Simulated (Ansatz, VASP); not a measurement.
One calculation of Zr3S2, two programs

```
CELL_PARAMETERS angstrom
4.98831 0.00000 0.00000
-2.49416 4.32001 0.00000
0.00000 0.00000 4.86161
ATOMIC_POSITIONS crystal
Zr 0.33333 0.66667 0.50000
Zr 0.66667 0.33333 0.50000
Zr 0.00000 0.00000 0.00000
S 0.33333 0.66667 0.00000
S 0.66667 0.33333 0.00000
```

Alike in both runs: functional PBE; k mesh 12 × 12 × 8; occupations gaussian, width 0.1 eV; no spin polarisation.

Ansatz relaxed the structure, and its values are those at the end. VASP's run is a single point on that final structure, the one shown.

|  | VASP | Ansatz |
| --- | --- | --- |
| version | VASP 6.6.1 | Ansatz 0.2.0 |
| potentials or method | VASP PAW PBE potentials, release 64 (Zr_sv, S), cutoff 520 eV | scalar-relativistic, plane waves, PAW |
| valence electrons in the cell | 48 | 48 |

```tsv
	VASP	Ansatz	Ansatz less VASP
gap on the k mesh at the Fermi level (eV)	none	none	-
pressure (GPa)	0.0	0.0	0.00
```

A gap of «none» marks a metal or a gap that the smearing closes.
